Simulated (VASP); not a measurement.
# PbO (CsCl type) (Pm-3m) in VASP: a series of runs

PbO (CsCl type) is run at these levels: PBE; tasks: density of states.

Program: VASP 6.6.1. These are calculated values, not measurements. Logs are shortened: lines on timing, memory, paths and dates and some standing lists are left out, and cuts for length are marked.

## Step 1: The cell of the first run

The structure is cubic, space group Pm-3m (No. 221). Conventional cell: a = 2.369 Å, b = 2.369 Å, c = 2.369 Å, α = 90.00°, β = 90.00°, γ = 90.00°. Within 2.7 Å of Pb (site symmetry m-3m) lie 8 O at 2.05 Å and 6 Pb at 2.37 Å. Within 2.7 Å of O (site symmetry m-3m) lie 8 Pb at 2.05 Å and 6 O at 2.37 Å.

## Step 2: Density of states, PBE (volume scaled by 0.4)

POSCAR reads:

```
PbO
1.0
    2.3686095509      0.0000000000      0.0000000000
    0.0000000000      2.3686095509      0.0000000000
    0.0000000000      0.0000000000      2.3686095509
Pb O
1 1
Direct
    0.0000000000      0.0000000000      0.0000000000
    0.5000000000      0.5000000000      0.5000000000
```

INCAR.step1 reads:

```
SYSTEM = PbO
  PREC = Accurate
  ENCUT = 520
  EDIFF = 1E-6
  ISMEAR = -1
  SIGMA = 0.05
  LREAL = .False.
  LASPH = .True.
  NELM = 80
  ALGO = Normal
  ISIF = 2
  LWAVE = .False.
  LCHARG = .True.
  GGA = PE
  NBANDS = 17
```

KPOINTS.step1 reads:

```
Automatic mesh
0
Gamma
  13 13 13
  0 0 0
```

INCAR.step2 reads:

```
SYSTEM = PbO
  PREC = Accurate
  ENCUT = 520
  EDIFF = 1E-6
  ISMEAR = -5
  SIGMA = 0.05
  LREAL = .False.
  LASPH = .True.
  NELM = 80
  ALGO = Normal
  ISIF = 2
  LWAVE = .False.
  LCHARG = .False.
  GGA = PE
  LORBIT = 11
  NBANDS = 17
  NEDOS = 2001
  ICHARG = 11
```

KPOINTS.step2 reads:

```
Automatic mesh
0
Gamma
  20 20 20
  0 0 0
```

Potentials or basis: VASP PAW PBE potentials, release 64 (Pb_d, O).

Command:

```console
> cat potpaw_PBE.64/Pb_d/POTCAR potpaw_PBE.64/O/POTCAR > POTCAR
> cp INCAR.step1 INCAR
> cp KPOINTS.step1 KPOINTS
> mpirun -np 1 vasp_std > vasp.out
> cp INCAR.step2 INCAR
> cp KPOINTS.step2 KPOINTS
> mpirun -np 1 vasp_std > vasp.out
```

OUTCAR:

```text
SYSTEM = PbO
   PREC = Accurate
   ENCUT = 520
   EDIFF = 1E-6
   ISMEAR = -5
   LREAL = .False.
   LASPH = .True.
   NELM = 80
   ISIF = 2
   GGA = PE
   LORBIT = 11
   ICHARG = 11

 ion  position               nearest neighbor table
   1  0.000  0.000  0.000-   2 2.05   2 2.05   2 2.05   2 2.05   2 2.05   2 2.05   2 2.05   2 2.05

   2  0.500  0.500  0.500-   1 2.05   1 2.05   1 2.05   1 2.05   1 2.05   1 2.05   1 2.05   1 2.05

  LATTYP: Found a simple cubic cell.
 ALAT       =     2.3686095509

  Lattice vectors:

 A1 = (   2.3686095509,   0.0000000000,   0.0000000000)
 A2 = (   0.0000000000,   2.3686095509,   0.0000000000)
 A3 = (   0.0000000000,   0.0000000000,   2.3686095509)

Analysis of symmetry for initial positions (statically):
=====================================================================
 Subroutine PRICEL returns:
 Original cell was already a primitive cell.

 Routine SETGRP: Setting up the symmetry group for a
 simple cubic supercell.

 Subroutine GETGRP returns: Found 48 space group operations
 (whereof 48 operations were pure point group operations)
 out of a pool of 48 trial point group operations.

The static configuration has the point symmetry O_h .

Analysis of symmetry for dynamics (positions and initial velocities):
=====================================================================
 Subroutine PRICEL returns:
 Original cell was already a primitive cell.

 Routine SETGRP: Setting up the symmetry group for a
 simple cubic supercell.

 Subroutine GETGRP returns: Found 48 space group operations
 (whereof 48 operations were pure point group operations)
 out of a pool of 48 trial point group operations.

The dynamic configuration has the point symmetry O_h .

 Subroutine INISYM returns: Found 48 space group operations
 (whereof 48 operations are pure point group operations),
 and found     1 'primitive' translations

----------------------------------------------------------------------------------------

                                     Primitive cell

  volume of cell :      13.2886

  direct lattice vectors                    reciprocal lattice vectors
     2.368609551  0.000000000  0.000000000     0.422188621  0.000000000  0.000000000
     0.000000000  2.368609551  0.000000000     0.000000000  0.422188621  0.000000000
     0.000000000  0.000000000  2.368609551     0.000000000  0.000000000  0.422188621

  length of vectors
     2.368609551  2.368609551  2.368609551     0.422188621  0.422188621  0.422188621

  position of ions in fractional coordinates (direct lattice)
     0.000000000  0.000000000  0.000000000
     0.500000000  0.500000000  0.500000000

  ion indices of the primitive-cell ions
   primitive index   ion index
                 1           1
                 2           2

----------------------------------------------------------------------------------------

 KPOINTS: Automatic mesh

Automatic generation of k-mesh.
 Grid dimensions read from file:
 generate k-points for:   20   20   20

 Generating k-lattice:

  Cartesian coordinates                     Fractional coordinates (reciprocal lattice)
     0.021109431  0.000000000  0.000000000     0.050000000  0.000000000  0.000000000
     0.000000000  0.021109431  0.000000000     0.000000000  0.050000000  0.000000000
     0.000000000  0.000000000  0.021109431     0.000000000  0.000000000  0.050000000

  Length of vectors
     0.021109431  0.021109431  0.021109431

  Shift w.r.t. Gamma in fractional coordinates (k-lattice)
     0.000000000  0.000000000  0.000000000

 TETIRR: Found   3982 inequivalent tetrahedra from    48000

 Subroutine IBZKPT returns following result:
 ===========================================

 Found    286 irreducible k-points:

 Following reciprocal coordinates:
            Coordinates               Weight
  0.000000  0.000000  0.000000      1.000000
  0.050000  0.000000  0.000000      6.000000
  0.100000  0.000000  0.000000      6.000000
  0.150000  0.000000  0.000000      6.000000
  0.200000  0.000000  0.000000      6.000000
  0.250000  0.000000  0.000000      6.000000
[... 16 lines left out ...]
  0.150000  0.100000  0.000000     24.000000
  0.200000  0.100000  0.000000     24.000000
 [... further k-points ...]
   k-points           NKPTS =    286   k-points in BZ     NKDIM =    286   number of bands    NBANDS=     17
   number of dos      NEDOS =   2001   number of ions     NIONS =      2
   total plane-waves  NPLWV =   5832
   dimension x,y,z NGX =    18 NGY =   18 NGZ =   18
   dimension x,y,z NGXF=    36 NGYF=   36 NGZF=   36
   ions per type =               1   1
   NGX,Y,Z   is equivalent  to a cutoff of  12.63, 12.63, 12.63 a.u.
   NGXF,Y,Z  is equivalent  to a cutoff of  25.27, 25.27, 25.27 a.u.
 SYSTEM =  PbO
   PREC   = accura    normal or accurate (medium, high low for compatibility)
   ISTART =      0    job   : 0-new  1-cont  2-samecut
   ICHARG =     11    charge: 1-file 2-atom 10-const
   ISPIN  =      1    spin polarized calculation?
   LNONCOLLINEAR =      F non collinear calculations
   LSORBIT =      F    spin-orbit coupling
   LASPH  =      T    aspherical Exc in radial PAW
   ENCUT  =  520.0 eV  38.22 Ry    6.18 a.u.   4.40  4.40  4.40*2*pi/ulx,y,z
   NELM   =     80;   NELMIN=  2; NELMDL=  0     # of ELM steps
   EDIFF  = 0.1E-05   stopping-criterion for ELM
   LREAL  =      F    real-space projection
   EDIFFG = 0.1E-04   stopping-criterion for IOM
   NSW    =      0    number of steps for IOM
   IBRION =     -1    ionic relax: 0-MD 1-quasi-New 2-CG
   NFREE  =      0    steps in history (QN), initial steepest desc. (CG)
   ISIF   =      2    stress and relaxation
   ISYM   =      2    0-nonsym 1-usesym 2-fastsym
   POTIM  = 0.5000    time-step for ionic-motion
   TEBEG  =    0.0;   TEEND  =   0.0 temperature during run
   PSTRESS=    0.0 pullay stress
   NELECT =      20.0000    total number of electrons
   NUPDOWN=      -1.0000    fix difference up-down
   EMIN   =  10.00;   EMAX   =-10.00  energy-range for DOS
   EFERMI =   0.00;   METHOD = LEGACY
   ISMEAR =    -5;   SIGMA  =   0.05  broadening in eV -4-tet -1-fermi 0-gaus
   EFERMI_NEDOS =   21; number of points for ismear=-14 and -15
   IALGO  =     38    algorithm
   IMIX   =      4    mixing-type and parameters
     AMIX     =   0.40;   BMIX     =  1.00
     AMIX_MAG =   1.60;   BMIX_MAG =  1.00
  volume/ion in A,a.u.               =       6.64        44.84
  Fermi-wavevector in a.u.,A,eV,Ry     =   1.876109  3.545332 47.889572  3.519784
  Thomas-Fermi vector in A             =   2.920673
   LORBIT       =     11    0 simple, 1 ext, 2 COOP (PROOUT), +10 PAW based schemes
   GGA     = PE    functional components
   LHFCALC =     F    Hartree Fock is set to
   AEXX    =    0.0000 exact exchange contribution
   IVDW    =     0    specifies the selected vdW correction
   LEPSILON=     F    determine dielectric tensor
   LRPA    =     F    only Hartree local field effects (RPA)
 non-spin polarized calculation
 Fermi weights with tetrahedron method with Bloechl corrections
  energy-cutoff  :      520.00
  volume of cell :       13.29
 maximum number of plane-waves:       370
 NGX is ok and might be reduce to    18

 number of electron      19.9999994 magnetization

 Free energy of the ion-electron system (eV)
  ---------------------------------------------------
  ext. energy  EPLUGINS =         0.00000000
  ---------------------------------------------------
  free energy    TOTEN  =         9.52112854 eV

  energy without entropy =        9.52112854  energy(sigma->0) =        9.52112854

 E-fermi :  27.3039     XC(G=0): -16.8695

 val. band max:       27.2805048925   @ k =   0.5000   0.5000   0.3500
 cond. band min:      27.2805048925   @ k =   0.5000   0.5000   0.3500
 fundamental gap:      0.0000000000
 Fermi energy:        27.3039289882

 k-point     1 :       0.0000    0.0000    0.0000
  band No.  band energies     occupation
      1      -3.9868      2.00000
      2       2.7451      2.00000
      3       2.7451      2.00000
      4       8.2948      2.00000
      5       8.2948      2.00000
      6       8.2948      2.00000
[... 9 lines left out ...]
     16      46.1742      0.00000
     17      46.1742      0.00000

 k-point     2 :       0.0500    0.0000    0.0000
  band No.  band energies     occupation
      1      -3.9201      2.00000
      2       2.7574      2.00000
      3       2.8073      2.00000
      4       8.2146      2.00000
      5       8.2146      2.00000
      6       8.2999      2.00000
[... 9 lines left out ...]
     16      46.2416      0.00000
     17      46.2546      0.00000

 k-point     3 :       0.1000    0.0000    0.0000
  band No.  band energies     occupation
      1      -3.7228      2.00000
      2       2.7932      2.00000
      3       2.9846      2.00000
      4       7.9904      2.00000
      5       7.9904      2.00000
      6       8.3147      2.00000
[... 9 lines left out ...]
     16      46.5759      0.00000
     17      46.6174      0.00000

 k-point     4 :       0.1500    0.0000    0.0000
  band No.  band energies     occupation
      1      -3.4023      2.00000
      2       2.8493      2.00000
      3       3.2478      2.00000
      4       7.6630      2.00000
      5       7.6630      2.00000
      6       8.3377      2.00000
[... 9 lines left out ...]
     16      47.2869      0.00000
     17      48.0721      0.00000

 k-point     5 :       0.2000    0.0000    0.0000
  band No.  band energies     occupation
      1      -2.9703      2.00000
      2       2.9209      2.00000
      3       3.5419      2.00000
      4       7.2818      2.00000
      5       7.2818      2.00000
      6       8.3669      2.00000
[... 9 lines left out ...]
     16      48.3507      0.00000
     17      48.3813      0.00000

 k-point     6 :       0.2500    0.0000    0.0000
  band No.  band energies     occupation
      1      -2.4422      2.00000
      2       3.0014      2.00000
      3       3.7814      2.00000
      4       6.8920      2.00000
      5       6.8920      2.00000
      6       8.3993      2.00000
[... 9 lines left out ...]
     16      49.7244      0.00000
     17      49.8963      0.00000

 k-point     7 :       0.3000    0.0000    0.0000
  band No.  band energies     occupation
      1      -1.8363      2.00000
      2       3.0832      2.00000
      3       3.8634      2.00000
      4       6.5300      2.00000
      5       6.5300      2.00000
      6       8.4320      2.00000
[... 9 lines left out ...]
     16      50.5035      0.00000
     17      51.3701      0.00000

 k-point     8 :       0.3500    0.0000    0.0000
  band No.  band energies     occupation
      1      -1.1789      2.00000
      2       3.1581      2.00000
      3       3.7146      2.00000
      4       6.2233      2.00000
      5       6.2233      2.00000
      6       8.4616      2.00000
[... 9 lines left out ...]
     16      50.9479      0.00000
     17      52.0457      0.00000
[... 203 lines left out ...]
      1      -0.5172      2.00000
      2       3.2569      2.00000
      3       3.4093      2.00000
      4       6.0099      2.00000
      5       6.0435      2.00000
      6       8.4334      2.00000
[... 9 lines left out ...]
     16      50.8766      0.00000
     17      51.3758      0.00000

 k-point    20 :       0.4500    0.0500    0.0000
  band No.  band energies     occupation
      1       0.0278      2.00000
      2       2.9870      2.00000
      3       3.3194      2.00000
      4       5.8668      2.00000
      5       5.9142      2.00000
      6       8.4499      2.00000
[... 9 lines left out ...]
     16      51.0858      0.00000
     17      51.1263      0.00000

 k-point    21 :       0.5000    0.0500    0.0000
  band No.  band energies     occupation
      1       0.2662      2.00000
      2       2.7937      2.00000
      3       3.3307      2.00000
      4       5.8182      2.00000
      5       5.8690      2.00000
      6       8.4556      2.00000
[... 9 lines left out ...]
     16      51.0368      0.00000
     17      51.1494      0.00000

 k-point    22 :       0.1000    0.1000    0.0000
  band No.  band energies     occupation
      1      -3.4697      2.00000
      2       2.9322      2.00000
      3       3.1437      2.00000
      4       7.6764      2.00000
      5       7.9146      2.00000
      6       8.1305      2.00000
[... 9 lines left out ...]
     16      46.5611      0.00000
     17      47.4698      0.00000

 k-point    23 :       0.1500    0.1000    0.0000
  band No.  band energies     occupation
      1      -3.1640      2.00000
      2       3.0118      2.00000
      3       3.3965      2.00000
      4       7.3501      2.00000
      5       7.6561      2.00000
      6       8.1092      2.00000
[... 9 lines left out ...]
     16      46.9669      0.00000
     17      47.7161      0.00000

 k-point    24 :       0.2000    0.1000    0.0000
  band No.  band energies     occupation
      1      -2.7551      2.00000
      2       3.0900      2.00000
      3       3.6988      2.00000
      4       6.9932      2.00000
      5       7.3039      2.00000
      6       8.1360      2.00000
[... 9 lines left out ...]
     16      47.7778      0.00000
     17      48.0628      0.00000

 [... further k-points ...]
[... 5 lines left out ...]
  --------------------------------------------------------------------------------------
  -------------------------------------------------------------------------------------
  Total       60.5242445     60.5242445     60.5242445      0.0000000      0.0000000      0.0000000
  in kB     7297.2551393   7297.2551393   7297.2551393      0.0000000      0.0000000      0.0000000
  external PRESSURE =    7297.2551393 kB  Pullay stress =       0.0000000 kB

 VOLUME and BASIS-vectors are now :
 -----------------------------------------------------------------------------
  energy-cutoff  :      520.00
  volume of cell :       13.29
      direct lattice vectors                 reciprocal lattice vectors
     2.368609551  0.000000000  0.000000000     0.422188621  0.000000000  0.000000000
     0.000000000  2.368609551  0.000000000     0.000000000  0.422188621  0.000000000
     0.000000000  0.000000000  2.368609551     0.000000000  0.000000000  0.422188621

 POSITION                                       TOTAL-FORCE (eV/Angst)
 -----------------------------------------------------------------------------------
      0.00000      0.00000      0.00000         0.000000      0.000000      0.000000
      1.18430      1.18430      1.18430         0.000000      0.000000      0.000000
 -----------------------------------------------------------------------------------
    total drift:                                0.000000     -0.000000     -0.000000

  FREE ENERGIE OF THE ION-ELECTRON SYSTEM (eV)
  ---------------------------------------------------
  free  energy   TOTEN  =         9.5211285369 eV

  energy  without entropy=        9.5211285369  energy(sigma->0) =        9.52112854

 total charge

# of ion       s       p       d       tot
------------------------------------------
    1        1.709   1.486  10.467  13.662
    2        1.674   3.908   0.000   5.582
--------------------------------------------------
tot          3.383   5.395  10.467  19.245
```

It took 84 s on 1 thread of Intel Xeon 8259CL, shared host; peak memory 0.17 GiB.

What came out:

```yaml
Valence_electrons_inside_the_program's_atomic_spheres: Pb 13.66; O 5.58
```

Caveat: spin-orbit coupling is left out, which moves the levels of the heavy elements; tetrahedron occupations give inexact forces and stress in metals.

(Continued in part 2 of 2.)
